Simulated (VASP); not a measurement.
Ir2Ru: single point with PBE

Ir2Ru:

```
Ru Ir
1.0
     2.74177    0.00000    0.00000
    -1.37088    2.37444    0.00000
     0.00000    0.00000   13.15829
Ru Ir
2 4
Direct
  0.33333 0.66667 0.25000
  0.66667 0.33333 0.75000
  0.33333 0.66667 0.91411
  0.33333 0.66667 0.58589
  0.66667 0.33333 0.08589
  0.66667 0.33333 0.41411
```

```json
{
  "Program": "VASP 6.6.1",
  "Task": "single point",
  "Functional": "PBE",
  "Potentials or basis": "VASP PAW PBE potentials, release 64 (Ru_pv, Ir)",
  "Cutoff": "520 eV",
  "k mesh": "18 × 18 × 4",
  "Occupations": "gaussian, width 0.1 eV",
  "Spin": "no spin polarisation",
  "Dipole correction": "no",
  "k mesh for the DOS": "27 × 27 × 6",
  "Occupations for the DOS": "tetrahedron",
  "Further INCAR settings": "ALGO = Fast; EDIFF = 1e-07; NBANDS = 41"
}
```

```
Valence electrons inside the program's atomic spheres : Ru 12.61; Ir 8.33
```

Levels at points of the mesh, in eV from the Fermi level:
| k point | band 28 | band 29 | band 30 | band 31 | band 32 | band 33 | band 34 | band 35 |
| --- | --- | --- | --- | --- | --- | --- | --- | --- |
| (0.00, 0.00, 0.00) | -2.64 | -2.64 | -2.13 | -2.13 | -0.99 | -0.99 | -0.95 | -0.95 |
| (0.00, 0.00, 0.50) | -2.74 | -1.74 | -1.74 | -1.74 | -1.74 | -1.11 | -1.11 | -0.22 |

Wall time 17 min on 1 thread of AMD EPYC 9R45 96-Core Processor (Zen 5), with other jobs on the host, peak memory 0.81 GiB.

Caveat: spin-orbit coupling is left out, which moves the levels of the heavy elements.
